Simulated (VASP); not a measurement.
# SiC (Moissanite 3C) (F-43m) in VASP: further runs, part 2 of 2

VASP 6.6.1. Earlier steps stand in the parts before.

## Step 5: Relaxation of cell and atoms, PBE, target pressure 4 GPa, at which the enthalpy is minimised

This run uses another cell than the first one, of 10.35 Å³/atom, 1.020 times its volume.

INCAR

```
  PREC = Accurate
  ENCUT = 600
  EDIFF = 1E-7
  ISMEAR = 0
  SIGMA = 0.05
  LREAL = F
  LASPH = T
  NELM = 80
  ALGO = Normal
  ISIF = 3
  LWAVE = F
  LCHARG = F
  GGA = PE
  IBRION = 2
  NSW = 80
  EDIFFG = -0.02
  PSTRESS = 40.0
```

KPOINTS

```
Automatic mesh
0
Gamma
  8 8 8
```

POSCAR

```
SiC
1.0
    0.0000000000      2.1790000000      2.1790000000
    2.1790000000      0.0000000000      2.1790000000
    2.1790000000      2.1790000000      0.0000000000
Si C
1 1
Direct
    0.0000000000      0.0000000000      0.0000000000
    0.2500000000      0.2500000000      0.2500000000
```

Potentials or basis: VASP PAW PBE potentials, release 64 (Si, C).

Started as:

```bash
cat potpaw_PBE.64/Si/POTCAR potpaw_PBE.64/C/POTCAR > POTCAR
mpirun -np 1 vasp_std > vasp.out
```

OUTCAR:

```text
PREC = Accurate
   ENCUT = 600
   EDIFF = 1E-7
   ISMEAR = 0
   LREAL = F
   LASPH = T
   NELM = 80
   ISIF = 3
   GGA = PE
   IBRION = 2
   NSW = 80
   EDIFFG = -0.02
   PSTRESS = 40.0

 ion  position               nearest neighbor table
   1  0.000  0.000  0.000-   2 1.89   2 1.89   2 1.89   2 1.89
   2  0.250  0.250  0.250-   1 1.89   1 1.89   1 1.89   1 1.89

  LATTYP: Found a face centered cubic cell.
 ALAT       =     4.3580000000

  Lattice vectors:

 A1 = (   0.0000000000,   2.1790000000,   2.1790000000)
 A2 = (   2.1790000000,   0.0000000000,   2.1790000000)
 A3 = (   2.1790000000,   2.1790000000,   0.0000000000)

Analysis of symmetry for initial positions (statically):
=====================================================================
 Subroutine PRICEL returns:
[... 255 lines left out ...]
  free energy    TOTEN  =       -15.05618688 eV

  energy without entropy =      -15.05618688  energy(sigma->0) =      -15.05618688

 E-fermi :   8.4542     XC(G=0): -11.3739

 val. band max:        8.1535865332   @ k =   0.0000   0.0000   0.0000
 cond. band min:       9.5063797959   @ k =   0.5000   0.5000   0.0000
 fundamental gap:      1.3527932627
 Fermi energy:         8.4542179435

 k-point     1 :       0.0000    0.0000    0.0000
  band No.  band energies     occupation
      1      -7.2824      2.00000
      2       8.1536      2.00000
      3       8.1536      2.00000
      4       8.1536      2.00000
      5      14.4354      0.00000
      6      15.4896      0.00000
      7      15.4896      0.00000
      8      15.4896      0.00000
[... 243 lines left out ...]
 k-point    24 :      -0.3750    0.2500    0.1250
  band No.  band energies     occupation
      1      -3.0501      2.00000
      2       0.3087      2.00000
      3       4.4396      2.00000
      4       5.8902      2.00000
      5      13.4105      0.00000
      6      15.4585      0.00000
      7      18.3369      0.00000
      8      19.1894      0.00000

 [... further k-points ...]
[... 5 lines left out ...]
  --------------------------------------------------------------------------------------
  -------------------------------------------------------------------------------------
  Total        0.5157346      0.5157346      0.5157346      0.0000000     -0.0000000      0.0000000
  in kB       40.0983881     40.0983881     40.0983881      0.0000000     -0.0000000      0.0000000
  external PRESSURE =       0.0983881 kB  Pullay stress =      40.0000000 kB
[... 21 lines left out ...]
  energy  without entropy=      -15.0561868804  energy(sigma->0) =      -15.05618688

  enthalpy is  TOTEN    =       -14.5417177376 eV   P V=        0.5144691428

 reached required accuracy - stopping structural energy minimisation
```

OSZICAR:

```text
N       E                     dE             d eps       ncg     rms          rms(c)
DAV:   1     0.541195236933E+01    0.54120E+01   -0.43111E+03   480   0.932E+02
DAV:   2    -0.165166233489E+02   -0.21929E+02   -0.20635E+02   656   0.113E+02
DAV:   3    -0.169116536559E+02   -0.39503E+00   -0.39503E+00   504   0.186E+01
[... 23 lines left out ...]
DAV:   3    -0.150561915538E+02    0.21199E-04   -0.32177E-05   536   0.401E-02    0.107E-02
DAV:   4    -0.150561873660E+02    0.41879E-05   -0.46656E-06   520   0.134E-02    0.493E-03
DAV:   5    -0.150561870030E+02    0.36293E-06   -0.12693E-07   496   0.297E-03    0.270E-03
DAV:   6    -0.150561868488E+02    0.15417E-06   -0.12499E-08   264   0.101E-03    0.354E-04
DAV:   7    -0.150561868804E+02   -0.31516E-07   -0.27584E-09   256   0.414E-04
   3 F= -.14541718E+02 E0= -.14541718E+02  d E =-.247085E-03
```

CONTCAR:

```text
SiC
   1.00000000000000
     0.0000000000000000    2.1760054342528954    2.1760054342528954
     2.1760054342528954    0.0000000000000000    2.1760054342528954
     2.1760054342528954    2.1760054342528954    0.0000000000000000
  Si              C
     1     1
Direct
     0.0000000000000000    0.0000000000000000    0.0000000000000000
     0.2500000000000000    0.2500000000000000    0.2500000000000000

  0.00000000E+00  0.00000000E+00  0.00000000E+00
  0.00000000E+00  0.00000000E+00  0.00000000E+00
```

Run time: 13 s. Hardware: 1 thread of AMD EPYC 7R13 (Zen 3), shared host; peak memory 0.12 GiB.

Results:

- Free energy: -15.0562 eV
- Relaxed volume: 10.30 Å³/atom
- Relaxed cell: a = 3.077 Å, b = 3.077 Å, c = 3.077 Å, α = 60.00°, β = 60.00°, γ = 60.00°
- Space group after relaxing (to 0.05 Å): F-43m (No. 216)
- Energy change on relaxing (the enthalpy is what falls): +0.9 meV/atom
- Ionic steps: 3
- Pressure after relaxing: 4.0 GPa
- Band gap on the k mesh: 1.35 eV, indirect (least direct gap 4.55 eV)

Step by step:
| step | energy change (eV) | largest force (eV/Å) | pressure (GPa) | volume (Å³) |
| --- | --- | --- | --- | --- |
| 1 | 0.0000 | 0.0000 | 3.08 | 20.69 |
| 2 | 0.0045 | 0.0000 | 5.04 | 20.51 |
| 3 | 0.0019 | 0.0000 | 4.01 | 20.61 |

Final structure:
```
CELL_PARAMETERS angstrom
0.00000 2.17601 2.17601
2.17601 0.00000 2.17601
2.17601 2.17601 0.00000
ATOMIC_POSITIONS crystal
Si 0.00000 0.00000 0.00000
C 0.25000 0.25000 0.25000
```

Levels at points of the mesh, in eV from the valence-band top:
```csv
k point,band 2,band 3,band 4,band 5,band 6,band 7
"(0.00, 0.00, 0.00)",0.00,0.00,0.00,6.28,7.34,7.34
"(0.50, 0.00, 0.00)",-8.56,-1.05,-1.05,5.47,7.24,7.24
"(0.50, 0.50, 0.00)",-7.81,-3.19,-3.19,1.35,4.34,14.08
```

Caveat: the cell is relaxed towards a set pressure, so the enthalpy falls and the energy may rise. Expect the measured gap to be larger: semilocal functionals such as PBE lack the derivative discontinuity.

## Step 6: Relaxation of cell and atoms, PBE, target pressure 6 GPa, at which the enthalpy is minimised

This run uses another cell than the first one, of 10.35 Å³/atom, 1.020 times its volume.

INCAR

```
PREC     = Accurate       # precision mode
ENCUT    = 600            # plane-wave cutoff, eV
EDIFF    = 1E-6           # SCF threshold, eV
ISMEAR   = 0              # smearing method
SIGMA    = 0.05           # smearing width, eV
LREAL    = False          # projectors in reciprocal space
LASPH    = True           # aspherical terms in the spheres
NELM     = 80             # most SCF steps
ALGO     = Normal         # electronic algorithm
ISIF     = 3              # what is computed and relaxed
LWAVE    = False          # write WAVECAR
LCHARG   = False          # write CHGCAR
GGA      = PE             # functional
IBRION   = 2              # ionic algorithm
NSW      = 80             # ionic steps
EDIFFG   = -0.02          # ionic threshold
PSTRESS  = 60.0
```

KPOINTS is that of step 5.

POSCAR is that of step 5.

Potentials or basis: VASP PAW PBE potentials, release 64 (Si, C).

Started as:

```bash
cat potpaw_PBE.64/Si/POTCAR potpaw_PBE.64/C/POTCAR > POTCAR
mpirun -np 1 vasp_std > vasp.out
```

It took 11 s on 1 thread of AMD EPYC 7R13 (Zen 3), shared host; peak memory 0.12 GiB.

Results (log left out):

* Free energy: -15.0507 eV
* Relaxed volume: 10.21 Å³/atom
* Relaxed cell: a = 3.069 Å, b = 3.069 Å, c = 3.069 Å, α = 60.00°, β = 60.00°, γ = 60.00°
* Space group after relaxing (to 0.05 Å): F-43m (No. 216)
* Energy change on relaxing (the enthalpy is what falls): +3.7 meV/atom
* Ionic steps: 3
* Pressure after relaxing: 6.0 GPa
* Band gap on the k mesh: 1.34 eV, indirect (least direct gap 4.55 eV)

The path:
| step | energy change (eV) | largest force (eV/Å) | pressure (GPa) | volume (Å³) |
| --- | --- | --- | --- | --- |
| 1 | 0.0000 | 0.0000 | 3.09 | 20.69 |
| 2 | 0.0217 | 0.0000 | 9.54 | 20.13 |
| 3 | 0.0074 | 0.0000 | 6.00 | 20.43 |

Final structure:
```
Si C
1.0
     0.00000    2.16976    2.16976
     2.16976    0.00000    2.16976
     2.16976    2.16976    0.00000
Si C
1 1
Direct
  0.00000 0.00000 0.00000
  0.25000 0.25000 0.25000
```

Levels at points of the mesh, in eV from the valence-band top:
```csv
k point,band 1,band 2,band 3,band 4,band 5,band 6,band 7,band 8
"(0.00, 0.00, 0.00)",-15.50,0.00,0.00,0.00,6.38,7.40,7.40,7.40
"(0.50, 0.00, 0.00)",-11.89,-8.60,-1.05,-1.05,5.55,7.28,7.28,10.13
"(0.50, 0.50, 0.00)",-10.43,-7.84,-3.21,-3.21,1.34,4.37,14.18,14.18
```

Caveat: the cell is relaxed towards a set pressure, so the enthalpy falls and the energy may rise.

## Step 7: Relaxation of cell and atoms, PBE, target pressure 8 GPa, at which the enthalpy is minimised

This run uses another cell than the first one, of 10.35 Å³/atom, 1.020 times its volume.

INCAR

```
SYSTEM = SiC
PREC = Accurate
ENCUT = 600
EDIFF = 1E-6
ISMEAR = 0
SIGMA = 0.05
LREAL = .FALSE.
LASPH = .TRUE.
NELM = 80
ALGO = Normal
ISIF = 3
LWAVE = .FALSE.
LCHARG = .FALSE.
GGA = PE
IBRION = 2
NSW = 80
EDIFFG = -0.02
PSTRESS = 80.0
```

KPOINTS

```
regular mesh
0
G
  8 8 8
  0 0 0
```

POSCAR is that of step 6.

Started as:

```bash
cat potpaw_PBE.64/Si/POTCAR potpaw_PBE.64/C/POTCAR > POTCAR
mpirun -np 1 vasp_std > vasp.out
```

Wall time 12 s (1 thread of AMD EPYC 7R13 (Zen 3), shared host); peak memory 0.12 GiB.

It converged, with:

| Quantity | Value |
| --- | --- |
| Free energy | -15.0433 eV |
| Relaxed volume | 10.13 Å³/atom |
| Relaxed cell | a = 3.060 Å, b = 3.060 Å, c = 3.060 Å, α = 60.00°, β = 60.00°, γ = 60.00° |
| Space group after relaxing (to 0.05 Å) | F-43m (No. 216) |
| Energy change on relaxing (the enthalpy is what falls) | +7.4 meV/atom |
| Ionic steps | 3 |
| Pressure after relaxing | 8.0 GPa |
| Band gap on the k mesh | 1.34 eV, indirect (least direct gap 4.56 eV) |

The path:
```tsv
step	energy change (eV)	largest force (eV/Å)	pressure (GPa)	volume (Å³)
1	0.0000	0.0000	3.09	20.69
2	0.0498	0.0000	14.41	19.76
3	0.0147	0.0000	7.98	20.26
```

Final structure:
```
CELL_PARAMETERS angstrom
0.00000 2.16378 2.16378
2.16378 0.00000 2.16378
2.16378 2.16378 0.00000
ATOMIC_POSITIONS crystal
Si 0.00000 0.00000 0.00000
C 0.25000 0.25000 0.25000
```

Levels at points of the mesh, in eV from the valence-band top:
| k point | band 1 | band 2 | band 3 | band 4 | band 5 | band 6 | band 7 | band 8 |
| --- | --- | --- | --- | --- | --- | --- | --- | --- |
| (0.00, 0.00, 0.00) | -15.57 | 0.00 | 0.00 | 0.00 | 6.48 | 7.46 | 7.46 | 7.46 |
| (0.50, 0.00, 0.00) | -11.92 | -8.65 | -1.06 | -1.06 | 5.63 | 7.31 | 7.31 | 10.17 |
| (0.50, 0.50, 0.00) | -10.45 | -7.86 | -3.23 | -3.23 | 1.34 | 4.40 | 14.28 | 14.28 |

Caveat: the cell is relaxed towards a set pressure, so the enthalpy falls and the energy may rise.

## Step 8: Overview

```tsv
task	cell	cutoff (eV)	gap on the mesh (eV)	pressure (GPa)
single point	a = 3.061 Å, angles 60.0°, 2 atoms	520	1.34	7.9
relaxation of cell and atoms	relaxed from a = 3.082 Å, angles 60.0°, 2 atoms	600	1.37	0.0
relaxation of cell and atoms	relaxed to 2 GPa from a = 3.082 Å, angles 60.0°, 2 atoms	600	1.36	2.0
relaxation of cell and atoms	relaxed to 4 GPa from a = 3.082 Å, angles 60.0°, 2 atoms	600	1.35	4.0
relaxation of cell and atoms	relaxed to 6 GPa from a = 3.082 Å, angles 60.0°, 2 atoms	600	1.34	6.0
relaxation of cell and atoms	relaxed to 8 GPa from a = 3.082 Å, angles 60.0°, 2 atoms	600	1.34	8.0
```

Alike in all rows: level PBE; potentials or basis VASP PAW PBE potentials, release 64 (Si, C); no spin polarisation; k mesh 8 × 8 × 8; smearing gaussian 0.05 eV.

Caveats: the cell is relaxed towards a set pressure, so the enthalpy falls and the energy may rise (some runs).

Absolute energies hang on the potentials; compare differences alone.
